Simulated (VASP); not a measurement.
# Zn (Fm-3m) in VASP: single point with LDA

Aim: the single point of Zn with LDA.

All numbers are computed with VASP 6.6.1; they aren't measurements. Logs are shortened: lines on timing, memory, paths and dates and some standing lists are left out, and cuts for length are marked.

### 1 The cell of the first run

The structure is cubic, space group Fm-3m (No. 225). The conventional cell has a = 3.930 Å, b = 3.930 Å, c = 3.930 Å, α = 90.00°, β = 90.00°, γ = 90.00°. Within 3.7 Å of Zn (site symmetry m-3m) lie 12 Zn at 2.78 Å.

This isn't the form of Zn at room conditions, which is hcp.

### 2 Single point, LDA

The input, INCAR:

```
PREC = Accurate
ENCUT = 500
EDIFF = 1E-6
ISMEAR = 1
SIGMA = 0.1
LREAL = False
LASPH = True
NELM = 120
ALGO = Normal
ISIF = 2
LWAVE = False
LCHARG = False
GGA = CA
NBANDS = 12
GGA_COMPAT = False
```

The input, KPOINTS:

```
regular mesh
0
Gamma
  10 10 10
```

The input, POSCAR:

```
Zn
1.0
    0.0000000000      1.9647760000      1.9647760000
    1.9647760000      0.0000000000      1.9647760000
    1.9647760000      1.9647760000      0.0000000000
Zn
1
Direct
    0.0000000000      0.0000000000      0.0000000000
```

Potentials or basis: VASP PAW LDA potentials, release 64 (Zn).

On the command line:

```
> cat potpaw_LDA.64/Zn/POTCAR > POTCAR
> mpirun -np 1 vasp_std > vasp.out
```

OUTCAR:

```text
PREC = Accurate
   ENCUT = 500
   EDIFF = 1E-6
   ISMEAR = 1
   LREAL = False
   LASPH = True
   NELM = 120
   ISIF = 2
   GGA = CA

 ion  position               nearest neighbor table
   1  0.000  0.000  0.000-

  LATTYP: Found a face centered cubic cell.
 ALAT       =     3.9295520000

  Lattice vectors:

 A1 = (   0.0000000000,   1.9647760000,   1.9647760000)
 A2 = (   1.9647760000,   0.0000000000,   1.9647760000)
 A3 = (   1.9647760000,   1.9647760000,   0.0000000000)

Analysis of symmetry for initial positions (statically):
=====================================================================
 Subroutine PRICEL returns:
 Original cell was already a primitive cell.

 Routine SETGRP: Setting up the symmetry group for a
 face centered cubic supercell.

 Subroutine GETGRP returns: Found 48 space group operations
 (whereof 48 operations were pure point group operations)
 out of a pool of 48 trial point group operations.

The static configuration has the point symmetry O_h .

Analysis of symmetry for dynamics (positions and initial velocities):
=====================================================================
 Subroutine PRICEL returns:
 Original cell was already a primitive cell.

 Routine SETGRP: Setting up the symmetry group for a
 face centered cubic supercell.

 Subroutine GETGRP returns: Found 48 space group operations
 (whereof 48 operations were pure point group operations)
 out of a pool of 48 trial point group operations.

The dynamic configuration has the point symmetry O_h .

 Subroutine INISYM returns: Found 48 space group operations
 (whereof 48 operations are pure point group operations),
 and found     1 'primitive' translations

----------------------------------------------------------------------------------------

                                     Primitive cell

  volume of cell :      15.1694

  direct lattice vectors                    reciprocal lattice vectors
     0.000000000  1.964776000  1.964776000    -0.254481936  0.254481936  0.254481936
     1.964776000  0.000000000  1.964776000     0.254481936 -0.254481936  0.254481936
     1.964776000  1.964776000  0.000000000     0.254481936  0.254481936 -0.254481936

  length of vectors
     2.778612866  2.778612866  2.778612866     0.440775643  0.440775643  0.440775643

  position of ions in fractional coordinates (direct lattice)
     0.000000000  0.000000000  0.000000000

  ion indices of the primitive-cell ions
   primitive index   ion index
                 1           1

----------------------------------------------------------------------------------------

 KPOINTS: regular mesh

Automatic generation of k-mesh.
 Grid dimensions read from file:
 generate k-points for:   10   10   10

 Generating k-lattice:

  Cartesian coordinates                     Fractional coordinates (reciprocal lattice)
    -0.025448194  0.025448194  0.025448194     0.100000000  0.000000000  0.000000000
     0.025448194 -0.025448194  0.025448194     0.000000000  0.100000000  0.000000000
     0.025448194  0.025448194 -0.025448194     0.000000000  0.000000000  0.100000000

  Length of vectors
     0.044077564  0.044077564  0.044077564

  Shift w.r.t. Gamma in fractional coordinates (k-lattice)
     0.000000000  0.000000000  0.000000000

 Subroutine IBZKPT returns following result:
 ===========================================

 Found     47 irreducible k-points:

 Following reciprocal coordinates:
            Coordinates               Weight
  0.000000  0.000000  0.000000      1.000000
  0.100000  0.000000  0.000000      8.000000
  0.200000  0.000000  0.000000      8.000000
  0.300000  0.000000  0.000000      8.000000
  0.400000  0.000000  0.000000      8.000000
  0.500000  0.000000  0.000000      4.000000
[... 16 lines left out ...]
  0.300000  0.300000  0.000000      6.000000
  0.400000  0.300000  0.000000     24.000000
 [... further k-points ...]
   k-points           NKPTS =     47   k-points in BZ     NKDIM =     47   number of bands    NBANDS=     12
   number of dos      NEDOS =    301   number of ions     NIONS =      1
   total plane-waves  NPLWV =   8000
   dimension x,y,z NGX =    20 NGY =   20 NGZ =   20
   dimension x,y,z NGXF=    40 NGYF=   40 NGZF=   40
   ions per type =               1
   NGX,Y,Z   is equivalent  to a cutoff of  11.97, 11.97, 11.97 a.u.
   NGXF,Y,Z  is equivalent  to a cutoff of  23.93, 23.93, 23.93 a.u.
 SYSTEM =  unknown system
   PREC   = accura    normal or accurate (medium, high low for compatibility)
   ISTART =      0    job   : 0-new  1-cont  2-samecut
   ICHARG =      2    charge: 1-file 2-atom 10-const
   ISPIN  =      1    spin polarized calculation?
   LNONCOLLINEAR =      F non collinear calculations
   LSORBIT =      F    spin-orbit coupling
   LASPH  =      T    aspherical Exc in radial PAW
   ENCUT  =  500.0 eV  36.75 Ry    6.06 a.u.   5.07  5.07  5.07*2*pi/ulx,y,z
   NELM   =    120;   NELMIN=  2; NELMDL= -5     # of ELM steps
   EDIFF  = 0.1E-05   stopping-criterion for ELM
   LREAL  =      F    real-space projection
   EDIFFG = 0.1E-04   stopping-criterion for IOM
   NSW    =      0    number of steps for IOM
   IBRION =     -1    ionic relax: 0-MD 1-quasi-New 2-CG
   NFREE  =      0    steps in history (QN), initial steepest desc. (CG)
   ISIF   =      2    stress and relaxation
   ISYM   =      2    0-nonsym 1-usesym 2-fastsym
   POTIM  = 0.5000    time-step for ionic-motion
   TEBEG  =    0.0;   TEEND  =   0.0 temperature during run
   PSTRESS=    0.0 pullay stress
   NELECT =      12.0000    total number of electrons
   NUPDOWN=      -1.0000    fix difference up-down
   EMIN   =  10.00;   EMAX   =-10.00  energy-range for DOS
   EFERMI =   0.00;   METHOD = LEGACY
   ISMEAR =     1;   SIGMA  =   0.10  broadening in eV -4-tet -1-fermi 0-gaus
   EFERMI_NEDOS =   21; number of points for ismear=-14 and -15
   IALGO  =     38    algorithm
   IMIX   =      4    mixing-type and parameters
     AMIX     =   0.40;   BMIX     =  1.00
     AMIX_MAG =   1.60;   BMIX_MAG =  1.00
  volume/ion in A,a.u.               =      15.17       102.37
  Fermi-wavevector in a.u.,A,eV,Ry     =   1.514069  2.861175 31.190044  2.292404
  Thomas-Fermi vector in A             =   2.623775
   LORBIT       =      0    0 simple, 1 ext, 2 COOP (PROOUT), +10 PAW based schemes
   GGA     = CA    functional components
   LHFCALC =     F    Hartree Fock is set to
   AEXX    =    0.0000 exact exchange contribution
   IVDW    =     0    specifies the selected vdW correction
   LEPSILON=     F    determine dielectric tensor
   LRPA    =     F    only Hartree local field effects (RPA)
 non-spin polarized calculation
 Methfessel and Paxton  Order N= 1 SIGMA  =   0.10
  energy-cutoff  :      500.00
  volume of cell :       15.17
 maximum number of plane-waves:       393
   NGX = 11   NGY = 11   NGZ = 11

 number of electron      11.9999991 magnetization

 Free energy of the ion-electron system (eV)
  ---------------------------------------------------
  ext. energy  EPLUGINS =         0.00000000
  ---------------------------------------------------
  free energy    TOTEN  =        -1.80271273 eV

  energy without entropy =       -1.80246378  energy(sigma->0) =       -1.80262975

 E-fermi :   3.0192     XC(G=0): -11.9116

 val. band max:        3.0135565166   @ k =  -0.4000   0.3000   0.0000
 cond. band min:       3.1137734084   @ k =  -0.4000   0.3000   0.0000
 fundamental gap:      0.1002168919
 Fermi energy:         3.0191578181

 k-point     1 :       0.0000    0.0000    0.0000
  band No.  band energies     occupation
      1      -7.5074      2.00000
      2      -4.8503      2.00000
      3      -4.8503      2.00000
      4      -4.8503      2.00000
      5      -4.4682      2.00000
      6      -4.4682      2.00000
      7      20.9593      0.00000
      8      20.9593      0.00000
      9      20.9593      0.00000
     10      21.8884      0.00000
     11      23.9140      0.00000
     12      23.9140      0.00000

 k-point     2 :       0.1000    0.0000    0.0000
  band No.  band energies     occupation
      1      -7.2079      2.00000
      2      -4.8717      2.00000
      3      -4.8179      2.00000
      4      -4.8179      2.00000
      5      -4.4760      2.00000
      6      -4.4760      2.00000
      7      17.1724      0.00000
      8      20.1952      0.00000
      9      20.1952      0.00000
     10      21.5451      0.00000
     11      25.1763      0.00000
     12      25.1763      0.00000

 k-point     3 :       0.2000    0.0000    0.0000
  band No.  band energies     occupation
      1      -6.3815      2.00000
      2      -4.8498      2.00000
      3      -4.7693      2.00000
      4      -4.7693      2.00000
      5      -4.4582      2.00000
      6      -4.4582      2.00000
      7      12.3869      0.00000
      8      19.1501      0.00000
      9      19.1501      0.00000
     10      21.2790      0.00000
     11      25.8395      0.00000
     12      25.8395      0.00000

 k-point     4 :       0.3000    0.0000    0.0000
  band No.  band energies     occupation
      1      -5.6505      2.00000
      2      -4.7872      2.00000
      3      -4.7872      2.00000
      4      -4.3534      2.00000
      5      -4.3534      2.00000
      6      -4.1311      2.00000
      7       8.0024      0.00000
      8      18.4223      0.00000
      9      18.4223      0.00000
     10      20.9131      0.00000
     11      23.7282      0.00000
     12      23.7282      0.00000

 k-point     5 :       0.4000    0.0000    0.0000
  band No.  band energies     occupation
      1      -5.5635      2.00000
      2      -4.8332      2.00000
      3      -4.8332      2.00000
      4      -4.2329      2.00000
      5      -4.2329      2.00000
      6      -2.1539      2.00000
      7       4.1387     -0.00000
      8      18.0435      0.00000
      9      18.0435      0.00000
     10      20.5732      0.00000
     11      22.3397      0.00000
     12      22.3397      0.00000
[... 228 lines left out ...]
      1      -5.1955      2.00000
      2      -4.9241      2.00000
      3      -4.6715      2.00000
      4      -4.6442      2.00000
      5      -4.3988      2.00000
      6      -1.6694      2.00000
      7       6.3570      0.00000
      8      10.2970      0.00000
      9      16.9396      0.00000
     10      19.1618      0.00000
     11      25.8431      0.00000
     12      26.4639      0.00000

 k-point    22 :      -0.2000    0.2000    0.0000
  band No.  band energies     occupation
      1      -5.2166      2.00000
      2      -5.0006      2.00000
      3      -4.7485      2.00000
      4      -4.6036      2.00000
      5      -4.5698      2.00000
      6      -3.3823      2.00000
      7      10.2082      0.00000
      8      10.5935      0.00000
      9      19.0396      0.00000
     10      20.8351      0.00000
     11      25.0759      0.00000
     12      25.5485      0.00000

 k-point    23 :       0.3000    0.3000    0.0000
  band No.  band energies     occupation
      1      -5.3774      2.00000
      2      -5.2487      2.00000
      3      -4.3981      2.00000
      4      -4.3981      2.00000
      5      -4.2909      2.00000
      6      -3.3664      2.00000
      7      12.8096      0.00000
      8      13.1852      0.00000
      9      13.1852      0.00000
     10      16.1567      0.00000
     11      17.0985      0.00000
     12      35.2612      0.00000

 k-point    24 :       0.4000    0.3000    0.0000
  band No.  band energies     occupation
      1      -5.3594      2.00000
      2      -5.2846      2.00000
      3      -4.3986      2.00000
      4      -4.3765      2.00000
      5      -4.1990      2.00000
      6      -1.8706      2.00000
      7       9.9012      0.00000
      8      10.5750      0.00000
      9      12.5708      0.00000
     10      16.2250      0.00000
     11      18.8020      0.00000
     12      33.2452      0.00000

 [... further k-points ...]

------------------------ aborting loop because EDIFF is reached ----------------------------------------

  FORCE on cell =-STRESS in cart. coord.  units (eV):
  Direction    XX          YY          ZZ          XY          YZ          ZX
  --------------------------------------------------------------------------------------
  -------------------------------------------------------------------------------------
  Total       -0.7879755     -0.7879755     -0.7879755      0.0000000      0.0000000      0.0000000
  in kB      -83.2250650    -83.2250650    -83.2250650      0.0000000      0.0000000      0.0000000
  external PRESSURE =     -83.2250650 kB  Pullay stress =       0.0000000 kB

 VOLUME and BASIS-vectors are now :
 -----------------------------------------------------------------------------
  energy-cutoff  :      500.00
  volume of cell :       15.17
      direct lattice vectors                 reciprocal lattice vectors
     0.000000000  1.964776000  1.964776000    -0.254481936  0.254481936  0.254481936
     1.964776000  0.000000000  1.964776000     0.254481936 -0.254481936  0.254481936
     1.964776000  1.964776000  0.000000000     0.254481936  0.254481936 -0.254481936

 POSITION                                       TOTAL-FORCE (eV/Angst)
 -----------------------------------------------------------------------------------
      0.00000      0.00000      0.00000        -0.000000     -0.000000     -0.000000
 -----------------------------------------------------------------------------------
    total drift:                                0.000000     -0.000000      0.000000

  FREE ENERGIE OF THE ION-ELECTRON SYSTEM (eV)
  ---------------------------------------------------
  free  energy   TOTEN  =        -1.8027127312 eV

  energy  without entropy=       -1.8024637811  energy(sigma->0) =       -1.80262975
```

Run time: 2.7 s. Hardware: 1 thread of Intel Xeon 6975P-C (Granite Rapids), shared host; peak memory 0.11 GiB.

What came out:

```yaml
Free_energy: -1.8027 eV
Pressure: -8.3 GPa
Band_gap_on_the_k_mesh: zero (bands 6 and 7 overlap by 2.62 eV)
```

Levels at points of the mesh, in eV from the Fermi level:
```csv
k point,band 3,band 4,band 5,band 6,band 7,band 8,band 9,band 10
"(0.00, 0.00, 0.00)",-7.87,-7.87,-7.49,-7.49,17.94,17.94,17.94,18.87
"(0.50, 0.00, 0.00)",-7.87,-7.20,-7.20,-3.04,-1.61,14.92,14.92,17.41
"(0.50, 0.50, 0.00)",-7.22,-7.13,-7.13,-1.16,1.51,8.18,8.18,12.01
```

Caveat: the cell stands under tension.
